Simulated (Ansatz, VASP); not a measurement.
## AlGaN2 in VASP and in Ansatz

```
Al Ga N
1.0
     3.19584    0.00000    0.00000
     0.00000    3.19584    0.00000
     0.00000    0.00000    4.42384
Al Ga N
1 1 2
Direct
  0.50000 0.50000 0.50000
  0.00000 0.00000 0.00000
  0.50000 0.00000 0.73826
  0.00000 0.50000 0.26174
```

Change from the starting cell: strain +0.0175 x Voigt [1, 1, 0, 0, 0, 0], atoms carried along.

Alike in both runs: task single point; functional LDA; k mesh 8 × 8 × 6; occupations gaussian, width 0.05 eV; no spin polarisation.

|  | VASP | Ansatz |
| --- | --- | --- |
| version | VASP 6.6.1 | Ansatz 0.2.0 |
| potentials or method | VASP PAW LDA potentials, release 64 (Al, Ga_d, N), cutoff 520 eV | scalar-relativistic, plane waves, PAW |
| valence electrons in the cell | 26 | 26 |

```csv
,VASP,Ansatz,Ansatz less VASP
gap on the k mesh at the Fermi level (eV),2.63,2.62,-0.011
least direct gap on the mesh (eV),2.63,2.62,-0.011
pressure (GPa),-10.3,-11.0,-0.67
"traceless stress, the component that is largest in VASP (GPa)",1.44,1.44,-0.002
rms of the force components (eV/Å),0.053,0.064,+0.0107
```

LDA's correlation is that of Perdew and Zunger in VASP and of Perdew and Wang (1992) in Ansatz. Atom by atom the forces differ by 0.011 eV/Å (rms over components).
